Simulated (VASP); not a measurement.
Write the native input for VASP 6.6.1 that does the following.

```yaml
Task: single point
Functional: LDA
Potentials_or_basis: VASP PAW LDA potentials, release 64 (Ge_d)
Cutoff: 500 eV
k_mesh: 13 × 13 × 13
Occupations: methfessel-paxton, width 0.1 eV
Spin: no spin polarisation
Dipole_correction: no
Further_INCAR_settings: ALGO = Normal; EDIFF = 1e-06; NBANDS = 21
```

The structure of Ge lies in POSCAR:

```
Ge
1.0
   -2.4958980000      2.6508630000      1.4369470000
    2.4958980000     -2.6508630000      1.4369470000
    2.4958980000      2.6508630000     -1.4369470000
Ge
2
Direct
    0.1859429993      0.9359429993      0.2500000000
    0.8140570007      0.0640570007      0.7500000000
```

One way to write it, as run:

INCAR

```
  PREC = Accurate
  ENCUT = 500
  EDIFF = 1E-6
  ISMEAR = 1
  SIGMA = 0.1
  LREAL = False
  LASPH = True
  NELM = 120
  ALGO = Normal
  ISIF = 2
  LWAVE = False
  LCHARG = False
  GGA = CA
  NBANDS = 21
  GGA_COMPAT = False
```

KPOINTS

```
regular mesh
0
Gamma
  13 13 13
```

Potentials or basis: VASP PAW LDA potentials, release 64 (Ge_d).

Launch:

```bash
$ cat potpaw_LDA.64/Ge_d/POTCAR > POTCAR
$ mpirun -np 1 vasp_std > vasp.out
```

Results of the run:

The pressure is -4.4 GPa. The largest force is 0.071 eV/Å and the band gap on the k mesh is zero (bands 14 and 15 overlap by 5.38 eV).

Caveat: the cell stands under tension.

Wall time 6.1 min on 1 thread of Intel Xeon 8259CL (shared host), peak memory 0.31 GiB.
